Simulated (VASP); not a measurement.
# ScAl3 (Pm-3m) in VASP: a series of runs

ScAl3 is run at these levels: PBEsol; tasks: single point, relaxation of cell and atoms.

Everything below comes from runs of VASP 6.6.1. Logs are shortened: lines on timing, memory, paths and dates and some standing lists are left out, and cuts for length are marked.

## Step 1: The cell of the first run

Symmetry: Pm-3m, No. 221, cubic system. Conventional cell: a = 4.088 Å, b = 4.088 Å, c = 4.088 Å, α = 90.00°, β = 90.00°, γ = 90.00°. Within 3.8 Å of Sc (site symmetry m-3m) lie 12 Al at 2.89 Å. Al (site symmetry 4/mmm) has 4 Sc at 2.89 Å and 8 Al at 2.89 Å within 3.8 Å.

## Step 2: Single point, PBEsol

The input, INCAR:

```
PREC     = Accurate       # precision mode
ENCUT    = 520            # plane-wave cutoff, eV
EDIFF    = 1E-6           # SCF threshold, eV
ISMEAR   = 0              # smearing method
SIGMA    = 0.1            # smearing width, eV
LREAL    = False          # projectors in reciprocal space
LASPH    = True           # aspherical terms in the spheres
NELM     = 100            # most SCF steps
ALGO     = Normal         # electronic algorithm
ISIF     = 2              # what is computed and relaxed
LWAVE    = False          # write WAVECAR
LCHARG   = False          # write CHGCAR
GGA      = PS             # functional
NBANDS   = 18             # bands
```

The input, KPOINTS:

```
regular mesh
0
Gamma
  4 4 4
```

The input, POSCAR:

```
ScAl3
1.0
    4.0878065700      0.0000000000      0.0000000000
    0.0000000000      4.0878065700      0.0000000000
    0.0000000000      0.0000000000      4.0878065700
Sc Al
1 3
Direct
    0.0000000000      0.0000000000      0.0000000000
    0.5000000000      0.0000000000      0.5000000000
    0.0000000000      0.5000000000      0.5000000000
    0.5000000000      0.5000000000      0.0000000000
```

Potentials or basis: VASP PAW PBE potentials, release 64 (Sc_sv, Al).

Command:

```
> cat potpaw_PBE.64/Sc_sv/POTCAR potpaw_PBE.64/Al/POTCAR > POTCAR
> mpirun -np 1 vasp_std > vasp.out
```

OUTCAR:

```text
PREC = Accurate
   ENCUT = 520
   EDIFF = 1E-6
   ISMEAR = 0
   LREAL = False
   LASPH = True
   NELM = 100
   ISIF = 2
   GGA = PS

 ion  position               nearest neighbor table
   1  0.000  0.000  0.000-   2 2.89   3 2.89   4 2.89   2 2.89   3 2.89   3 2.89   4 2.89   3 2.89
                             2 2.89   4 2.89   2 2.89   4 2.89
   2  0.500  0.000  0.500-   1 2.89   3 2.89   4 2.89   1 2.89   4 2.89   3 2.89   4 2.89   4 2.89
                             1 2.89   3 2.89   1 2.89   3 2.89
   3  0.000  0.500  0.500-   1 2.89   2 2.89   4 2.89   1 2.89   4 2.89   1 2.89   2 2.89   1 2.89
                             2 2.89   4 2.89   4 2.89   2 2.89
   4  0.500  0.500  0.000-   1 2.89   2 2.89   3 2.89   2 2.89   3 2.89   1 2.89   2 2.89   2 2.89
                             1 2.89   3 2.89   3 2.89   1 2.89

  LATTYP: Found a simple cubic cell.
 ALAT       =     4.0878065700

  Lattice vectors:

 A1 = (   4.0878065700,   0.0000000000,   0.0000000000)
 A2 = (   0.0000000000,   4.0878065700,   0.0000000000)
 A3 = (   0.0000000000,   0.0000000000,   4.0878065700)

Analysis of symmetry for initial positions (statically):
=====================================================================
 Subroutine PRICEL returns:
 Original cell was already a primitive cell.

 Routine SETGRP: Setting up the symmetry group for a
 simple cubic supercell.

 Subroutine GETGRP returns: Found 48 space group operations
 (whereof 48 operations were pure point group operations)
 out of a pool of 48 trial point group operations.

The static configuration has the point symmetry O_h .

Analysis of symmetry for dynamics (positions and initial velocities):
=====================================================================
 Subroutine PRICEL returns:
 Original cell was already a primitive cell.

 Routine SETGRP: Setting up the symmetry group for a
 simple cubic supercell.

 Subroutine GETGRP returns: Found 48 space group operations
 (whereof 48 operations were pure point group operations)
 out of a pool of 48 trial point group operations.

The dynamic configuration has the point symmetry O_h .

 Subroutine INISYM returns: Found 48 space group operations
 (whereof 48 operations are pure point group operations),
 and found     1 'primitive' translations

----------------------------------------------------------------------------------------

                                     Primitive cell

  volume of cell :      68.3079

  direct lattice vectors                    reciprocal lattice vectors
     4.087806570  0.000000000  0.000000000     0.244629970  0.000000000  0.000000000
     0.000000000  4.087806570  0.000000000     0.000000000  0.244629970  0.000000000
     0.000000000  0.000000000  4.087806570     0.000000000  0.000000000  0.244629970

  length of vectors
     4.087806570  4.087806570  4.087806570     0.244629970  0.244629970  0.244629970

  position of ions in fractional coordinates (direct lattice)
     0.000000000  0.000000000  0.000000000
     0.500000000  0.000000000  0.500000000
     0.000000000  0.500000000  0.500000000
     0.500000000  0.500000000  0.000000000

  ion indices of the primitive-cell ions
   primitive index   ion index
                 1           1
                 2           2
                 3           3
                 4           4

----------------------------------------------------------------------------------------

 KPOINTS: regular mesh

Automatic generation of k-mesh.
 Grid dimensions read from file:
 generate k-points for:    4    4    4

 Generating k-lattice:

  Cartesian coordinates                     Fractional coordinates (reciprocal lattice)
     0.061157493  0.000000000  0.000000000     0.250000000  0.000000000  0.000000000
     0.000000000  0.061157493  0.000000000     0.000000000  0.250000000  0.000000000
     0.000000000  0.000000000  0.061157493     0.000000000  0.000000000  0.250000000

  Length of vectors
     0.061157493  0.061157493  0.061157493

  Shift w.r.t. Gamma in fractional coordinates (k-lattice)
     0.000000000  0.000000000  0.000000000

 Subroutine IBZKPT returns following result:
 ===========================================

 Found     10 irreducible k-points:

 Following reciprocal coordinates:
            Coordinates               Weight
  0.000000  0.000000  0.000000      1.000000
  0.250000  0.000000  0.000000      6.000000
  0.500000  0.000000  0.000000      3.000000
  0.250000  0.250000  0.000000     12.000000
  0.500000  0.250000  0.000000     12.000000
  0.500000  0.500000  0.000000      3.000000
  0.250000  0.250000  0.250000      8.000000
  0.500000  0.250000  0.250000     12.000000
  0.500000  0.500000  0.250000      6.000000
  0.500000  0.500000  0.500000      1.000000
   k-points           NKPTS =     10   k-points in BZ     NKDIM =     10   number of bands    NBANDS=     18
   number of dos      NEDOS =    301   number of ions     NIONS =      4
   total plane-waves  NPLWV =  27000
   dimension x,y,z NGX =    30 NGY =   30 NGZ =   30
   dimension x,y,z NGXF=    60 NGYF=   60 NGZF=   60
   ions per type =               1   3
   NGX,Y,Z   is equivalent  to a cutoff of  12.20, 12.20, 12.20 a.u.
   NGXF,Y,Z  is equivalent  to a cutoff of  24.40, 24.40, 24.40 a.u.
 SYSTEM =  unknown system
   PREC   = accura    normal or accurate (medium, high low for compatibility)
   ISTART =      0    job   : 0-new  1-cont  2-samecut
   ICHARG =      2    charge: 1-file 2-atom 10-const
   ISPIN  =      1    spin polarized calculation?
   LNONCOLLINEAR =      F non collinear calculations
   LSORBIT =      F    spin-orbit coupling
   LASPH  =      T    aspherical Exc in radial PAW
   ENCUT  =  520.0 eV  38.22 Ry    6.18 a.u.   7.60  7.60  7.60*2*pi/ulx,y,z
   NELM   =    100;   NELMIN=  2; NELMDL= -5     # of ELM steps
   EDIFF  = 0.1E-05   stopping-criterion for ELM
   LREAL  =      F    real-space projection
   EDIFFG = 0.1E-04   stopping-criterion for IOM
   NSW    =      0    number of steps for IOM
   IBRION =     -1    ionic relax: 0-MD 1-quasi-New 2-CG
   NFREE  =      0    steps in history (QN), initial steepest desc. (CG)
   ISIF   =      2    stress and relaxation
   ISYM   =      2    0-nonsym 1-usesym 2-fastsym
   POTIM  = 0.5000    time-step for ionic-motion
   TEBEG  =    0.0;   TEEND  =   0.0 temperature during run
   PSTRESS=    0.0 pullay stress
   NELECT =      20.0000    total number of electrons
   NUPDOWN=      -1.0000    fix difference up-down
   EMIN   =  10.00;   EMAX   =-10.00  energy-range for DOS
   EFERMI =   0.00;   METHOD = LEGACY
   ISMEAR =     0;   SIGMA  =   0.10  broadening in eV -4-tet -1-fermi 0-gaus
   EFERMI_NEDOS =   21; number of points for ismear=-14 and -15
   IALGO  =     38    algorithm
   IMIX   =      4    mixing-type and parameters
     AMIX     =   0.40;   BMIX     =  1.00
     AMIX_MAG =   1.60;   BMIX_MAG =  1.00
  volume/ion in A,a.u.               =      17.08       115.24
  Fermi-wavevector in a.u.,A,eV,Ry     =   1.087079  2.054282 16.078563  1.181741
  Thomas-Fermi vector in A             =   2.223230
   LORBIT       =      0    0 simple, 1 ext, 2 COOP (PROOUT), +10 PAW based schemes
   GGA     = PS    functional components
   LHFCALC =     F    Hartree Fock is set to
   AEXX    =    0.0000 exact exchange contribution
   IVDW    =     0    specifies the selected vdW correction
   LEPSILON=     F    determine dielectric tensor
   LRPA    =     F    only Hartree local field effects (RPA)
 non-spin polarized calculation
 Gauss-broadening in eV      SIGMA  =   0.10
  energy-cutoff  :      520.00
  volume of cell :       68.31
 maximum number of plane-waves:      1856
   NGX = 15   NGY = 15   NGZ = 15

 number of electron      19.9999996 magnetization

 Free energy of the ion-electron system (eV)
  ---------------------------------------------------
  ext. energy  EPLUGINS =         0.00000000
  ---------------------------------------------------
  free energy    TOTEN  =       -20.64253047 eV

  energy without entropy =      -20.61813010  energy(sigma->0) =      -20.63033029

 E-fermi :   7.2247     XC(G=0): -10.4993

 val. band max:        7.1311136766   @ k =   0.5000   0.2500   0.0000
 cond. band min:       7.2281916458   @ k =   0.5000   0.2500   0.2500
 fundamental gap:      0.0970779692
 Fermi energy:         7.2247194378

 k-point     1 :       0.0000    0.0000    0.0000
  band No.  band energies     occupation
      1     -41.5475      2.00000
      2     -20.3464      2.00000
      3     -20.3464      2.00000
      4     -20.3464      2.00000
      5      -2.8181      2.00000
      6       4.5715      2.00000
[... 10 lines left out ...]
     17      12.5058      0.00000
     18      12.5058      0.00000

 k-point     2 :       0.2500    0.0000    0.0000
  band No.  band energies     occupation
      1     -41.5468      2.00000
      2     -20.3630      2.00000
      3     -20.3450      2.00000
      4     -20.3450      2.00000
      5      -2.2485      2.00000
      6       2.0778      2.00000
[... 10 lines left out ...]
     17      12.1883      0.00000
     18      12.9513      0.00000

 k-point     3 :       0.5000    0.0000    0.0000
  band No.  band energies     occupation
      1     -41.5461      2.00000
      2     -20.3796      2.00000
      3     -20.3438      2.00000
      4     -20.3438      2.00000
      5      -0.9394      2.00000
      6      -0.1225      2.00000
[... 10 lines left out ...]
     17      11.2413      0.00000
     18      12.3873      0.00000

 k-point     4 :       0.2500    0.2500    0.0000
  band No.  band energies     occupation
      1     -41.5462      2.00000
      2     -20.3618      2.00000
      3     -20.3607      2.00000
      4     -20.3438      2.00000
      5      -1.7018      2.00000
      6       2.4393      2.00000
[... 10 lines left out ...]
     17      11.7303      0.00000
     18      12.9571      0.00000

 k-point     5 :       0.5000    0.2500    0.0000
  band No.  band energies     occupation
      1     -41.5455      2.00000
      2     -20.3773      2.00000
      3     -20.3594      2.00000
      4     -20.3425      2.00000
      5      -0.4877      2.00000
      6       0.4450      2.00000
[... 10 lines left out ...]
     17      12.3885      0.00000
     18      12.4698      0.00000

 k-point     6 :       0.5000    0.5000    0.0000
  band No.  band energies     occupation
      1     -41.5449      2.00000
      2     -20.3750      2.00000
      3     -20.3750      2.00000
      4     -20.3412      2.00000
      5       0.4624      2.00000
      6       1.5836      2.00000
[... 10 lines left out ...]
     17      12.5368      0.00000
     18      12.5412      0.00000

 k-point     7 :       0.2500    0.2500    0.2500
  band No.  band energies     occupation
      1     -41.5455      2.00000
      2     -20.3605      2.00000
      3     -20.3589      2.00000
      4     -20.3589      2.00000
      5      -1.1749      2.00000
      6       2.7913      2.00000
[... 10 lines left out ...]
     17      12.8296      0.00000
     18      12.9313      0.00000

 k-point     8 :       0.5000    0.2500    0.2500
  band No.  band energies     occupation
      1     -41.5449      2.00000
      2     -20.3750      2.00000
      3     -20.3581      2.00000
      4     -20.3571      2.00000
      5      -0.0254      2.00000
      6       0.9568      2.00000
[... 10 lines left out ...]
     17      12.7100      0.00000
     18      12.7146      0.00000

 k-point     9 :       0.5000    0.5000    0.2500
  band No.  band energies     occupation
      1     -41.5443      2.00000
      2     -20.3727      2.00000
      3     -20.3727      2.00000
      4     -20.3559      2.00000
      5       0.9911      2.00000
      6       1.8990      2.00000
[... 10 lines left out ...]
     17      11.2230      0.00000
     18      14.4221      0.00000

 k-point    10 :       0.5000    0.5000    0.5000
  band No.  band energies     occupation
      1     -41.5437      2.00000
      2     -20.3706      2.00000
      3     -20.3706      2.00000
      4     -20.3706      2.00000
      5       2.4125      2.00000
      6       2.4125      2.00000
[... 10 lines left out ...]
     17      11.2489      0.00000
     18      18.1118      0.00000

------------------------ aborting loop because EDIFF is reached ----------------------------------------

  FORCE on cell =-STRESS in cart. coord.  units (eV):
  Direction    XX          YY          ZZ          XY          YZ          ZX
  --------------------------------------------------------------------------------------
  -------------------------------------------------------------------------------------
  Total       -0.3380414     -0.3380414     -0.3380414      0.0000000     -0.0000000      0.0000000
  in kB       -7.9288376     -7.9288376     -7.9288376      0.0000000     -0.0000000      0.0000000
  external PRESSURE =      -7.9288376 kB  Pullay stress =       0.0000000 kB

 VOLUME and BASIS-vectors are now :
 -----------------------------------------------------------------------------
  energy-cutoff  :      520.00
  volume of cell :       68.31
      direct lattice vectors                 reciprocal lattice vectors
     4.087806570  0.000000000  0.000000000     0.244629970  0.000000000  0.000000000
     0.000000000  4.087806570  0.000000000     0.000000000  0.244629970  0.000000000
     0.000000000  0.000000000  4.087806570     0.000000000  0.000000000  0.244629970

 POSITION                                       TOTAL-FORCE (eV/Angst)
 -----------------------------------------------------------------------------------
      0.00000      0.00000      0.00000         0.000000      0.000000      0.000000
      2.04390      0.00000      2.04390         0.000000      0.000000      0.000000
      0.00000      2.04390      2.04390         0.000000      0.000000      0.000000
      2.04390      2.04390      0.00000         0.000000      0.000000      0.000000
 -----------------------------------------------------------------------------------
    total drift:                                0.000000     -0.000000      0.000000

  FREE ENERGIE OF THE ION-ELECTRON SYSTEM (eV)
  ---------------------------------------------------
  free  energy   TOTEN  =       -20.6425304731 eV

  energy  without entropy=      -20.6181301036  energy(sigma->0) =      -20.63033029
```

It took 6.7 s on 1 thread of Intel Xeon 6975P-C (Granite Rapids), shared host; peak memory 0.16 GiB.

Results:

- Free energy: -20.6425 eV
- Pressure: -0.8 GPa
- Band gap on the k mesh: zero (band 10 reaches 8.08 eV, above the bottom of band 11 at 4.25 eV)

Levels at points of the mesh, in eV from the Fermi level:
```tsv
k point	band 7	band 8	band 9	band 10	band 11	band 12	band 13	band 14
(0.00, 0.00, 0.00)	-2.65	-1.82	-1.82	-1.82	1.21	1.27	1.27	1.27
(0.50, 0.00, 0.00)	-1.74	-1.74	-1.52	0.86	0.99	0.99	1.33	1.60
(0.50, 0.50, 0.00)	-5.64	-4.39	-0.57	-0.57	1.19	1.35	2.03	2.47
(0.50, 0.50, 0.50)	-4.81	-4.48	-2.97	-2.97	-2.97	0.89	2.57	2.57
```

Caveat: the k points lie up to 0.38 Å⁻¹ apart; the PAW data sets were made with another functional, which shifts forces and pressure a little.

## Step 3: Single point, PBEsol

This run uses another cell than the first one, of 16.90 Å³/atom, 0.990 times its volume.

The input, INCAR:

```
PREC = Accurate
ENCUT = 520
EDIFF = 1E-6
ISMEAR = -1
SIGMA = 0.15
LREAL = False
LASPH = True
NELM = 100
ALGO = Normal
ISIF = 2
LWAVE = False
LCHARG = False
GGA = PS
NBANDS = 18
```

The input, KPOINTS:

```
Automatic mesh
0
Gamma
  10 10 10
```

The input, POSCAR:

```
ScAl3
1.0
    4.0737612897      0.0000000000      0.0000000000
    0.0000000000      4.0737612897      0.0000000000
    0.0000000000      0.0000000000      4.0737612897
Sc Al
1 3
Direct
    0.0000000000      0.0000000000      0.0000000000
    0.5000000000      0.0000000000      0.5000000000
    0.0000000000      0.5000000000      0.5000000000
    0.5000000000      0.5000000000      0.0000000000
```

Potentials or basis: VASP PAW PBE potentials, release 64 (Sc_sv, Al).

Command:

```
> cat potpaw_PBE.64/Sc_sv/POTCAR potpaw_PBE.64/Al/POTCAR > POTCAR
> mpirun -np 1 vasp_std > vasp.out
```

It took 29 s on 1 thread of Intel Xeon 6975P-C (Granite Rapids), shared host; peak memory 0.2 GiB.

Results (log left out):

```yaml
Free_energy: -20.8125 eV
Pressure: 0.1 GPa
Band_gap_on_the_k_mesh: zero (band 10 reaches 8.24 eV, above the bottom of band 11 at 4.34 eV)
```

Levels at points of the mesh, in eV from the Fermi level:
| k point | band 7 | band 8 | band 9 | band 10 | band 11 | band 12 | band 13 | band 14 |
| --- | --- | --- | --- | --- | --- | --- | --- | --- |
| (0.00, 0.00, 0.00) | -2.64 | -1.81 | -1.81 | -1.81 | 1.22 | 1.30 | 1.30 | 1.30 |
| (0.50, 0.00, 0.00) | -1.73 | -1.73 | -1.51 | 0.94 | 1.02 | 1.02 | 1.35 | 1.64 |
| (0.50, 0.50, 0.00) | -5.63 | -4.39 | -0.55 | -0.55 | 1.21 | 1.38 | 2.08 | 2.52 |
| (0.50, 0.50, 0.50) | -4.81 | -4.51 | -2.96 | -2.96 | -2.96 | 0.94 | 2.63 | 2.63 |

Caveat: the PAW data sets were made with another functional, which shifts forces and pressure a little.

## Step 4: Relaxation of cell and atoms, PBEsol

This run uses another cell than the first one, of 16.87 Å³/atom, 0.988 times its volume.

The input, INCAR:

```
SYSTEM = ScAl3
  PREC = Accurate
  ENCUT = 600
  EDIFF = 1E-6
  ISMEAR = -1
  SIGMA = 0.15
  LREAL = .False.
  LASPH = .True.
  NELM = 100
  ALGO = Normal
  ISIF = 3
  LWAVE = .False.
  LCHARG = .False.
  GGA = PS
  IBRION = 2
  NSW = 80
  EDIFFG = -0.001
```

The input, KPOINTS:

```
Automatic mesh
0
Gamma
  10 10 10
  0 0 0
```

The input, POSCAR:

```
ScAl3
1.0
    4.0712986162      0.0000000000      0.0000000000
    0.0000000000      4.0712986162      0.0000000000
    0.0000000000      0.0000000000      4.0712986162
Sc Al
1 3
Direct
    0.0000000000      0.0000000000      0.0000000000
    0.5000000000      0.0000000000      0.5000000000
    0.0000000000      0.5000000000      0.5000000000
    0.5000000000      0.5000000000      0.0000000000
```

Command:

```
> cat potpaw_PBE.64/Sc_sv/POTCAR potpaw_PBE.64/Al/POTCAR > POTCAR
> mpirun -np 1 vasp_std > vasp.out
```

Run time: 55 s. Hardware: 1 thread of Intel Xeon 6975P-C (Granite Rapids), shared host; peak memory 0.25 GiB.

It converged, with:

| Quantity | Value |
| --- | --- |
| Free energy | -20.8134 eV |
| Relaxed volume | 16.93 Å³/atom |
| Relaxed cell | a = 4.076 Å, b = 4.076 Å, c = 4.076 Å, α = 90.00°, β = 90.00°, γ = 90.00° |
| Space group after relaxing (to 0.05 Å) | Pm-3m (No. 221) |
| Energy gained by relaxing | 0.1 meV/atom |
| Ionic steps | 3 |
| Pressure after relaxing | 0.0 GPa |
| Band gap on the k mesh | zero (band 10 reaches 8.21 eV, above the bottom of band 11 at 4.33 eV) |

The path:
```
step  energy change (eV)  largest force (eV/Å)  pressure (GPa)  volume (Å³)
   1              0.0000                0.0000            0.31        67.48
   2             -0.0002                0.0000           -0.12        67.80
   3             -0.0002                0.0000            0.01        67.71
```

Final structure:
```yaml
crystal:
  lattice:
    - [4.07587, 0.00000, 0.00000]
    - [0.00000, 4.07587, 0.00000]
    - [0.00000, 0.00000, 4.07587]
  atoms:
    - { symbol: Sc, position: [0.00000, 0.00000, 0.00000] }
    - { symbol: Al, position: [0.50000, 0.00000, 0.50000] }
    - { symbol: Al, position: [0.00000, 0.50000, 0.50000] }
    - { symbol: Al, position: [0.50000, 0.50000, 0.00000] }
```

Levels at points of the mesh, in eV from the Fermi level:
| k point | band 7 | band 8 | band 9 | band 10 | band 11 | band 12 | band 13 | band 14 |
| --- | --- | --- | --- | --- | --- | --- | --- | --- |
| (0.00, 0.00, 0.00) | -2.64 | -1.81 | -1.81 | -1.81 | 1.22 | 1.30 | 1.30 | 1.30 |
| (0.50, 0.00, 0.00) | -1.73 | -1.73 | -1.51 | 0.93 | 1.02 | 1.02 | 1.35 | 1.64 |
| (0.50, 0.50, 0.00) | -5.63 | -4.39 | -0.55 | -0.55 | 1.21 | 1.37 | 2.08 | 2.51 |
| (0.50, 0.50, 0.50) | -4.80 | -4.50 | -2.96 | -2.96 | -2.96 | 0.93 | 2.62 | 2.62 |

Caveat: the PAW data sets were made with another functional, which shifts forces and pressure a little.

(Continued in part 2 of 2.)
